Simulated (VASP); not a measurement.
Set up this calculation in VASP 6.6.1, as the native input.

- Task: single point
- Functional: PBE
- Potentials or basis: VASP PAW PBE potentials, release 64 (S, Au)
- Cutoff: 500 eV
- k mesh: 3 × 3 × 2
- Occupations: gaussian, width 0.15 eV
- Spin: no spin polarisation
- Dipole correction: no
- Further INCAR settings: ALGO = Normal; EDIFF = 1e-06; NBANDS = 28

The structure of Au2S3 lies in POSCAR:

```
Au2S3
1.0
    3.7742229365      0.0000000000      0.0000000000
   -1.8871114682      3.2685729425      0.0000000000
    0.0000000000      0.0000000000      8.4154702832
S Au
3 2
Direct
    0.6666666667      0.3333333333      0.3155858038
    0.3333333333      0.6666666667      0.6844141962
    0.0000000000      0.0000000000      0.0000000000
    0.6666666667      0.3333333333      0.8154353682
    0.3333333333      0.6666666667      0.1845646318
```

The cell was built from a structure type or drawn by symmetry, and may not be a known phase.

These files were run (other wordings do the same):

INCAR

```
PREC = Accurate
ENCUT = 500
EDIFF = 1E-6
ISMEAR = 0
SIGMA = 0.15
LREAL = F
LASPH = T
NELM = 120
ALGO = Normal
ISIF = 2
LWAVE = F
LCHARG = F
GGA = PE
NBANDS = 28
GGA_COMPAT = F
```

KPOINTS

```
Automatic mesh
0
Gamma
  3 3 2
```

Potentials or basis: VASP PAW PBE potentials, release 64 (S, Au).

Command:

```sh
$ cat potpaw_PBE.64/S/POTCAR potpaw_PBE.64/Au/POTCAR > POTCAR
$ mpirun -np 1 vasp_std > vasp.out
```

Results of the run:

```json
{
 "Pressure": "-0.2 GPa",
 "Largest force": "0.055 eV/Å",
 "Band gap on the k mesh": "zero (bands 20 and 21 overlap by 1.32 eV)"
}
```

Caveat: the k points lie up to 0.64 Å⁻¹ apart, too coarse for converged energies and pressures of a metal; spin-orbit coupling is left out, which moves the levels of the heavy elements; this functional lacks dispersion, which binds the layers, so the pressure and a relaxed spacing across them are unreliable.

Wall time 15 s on 1 thread of Intel(R) Xeon(R) Platinum 8488C (Sapphire Rapids), on a shared host, peak memory 0.21 GiB.
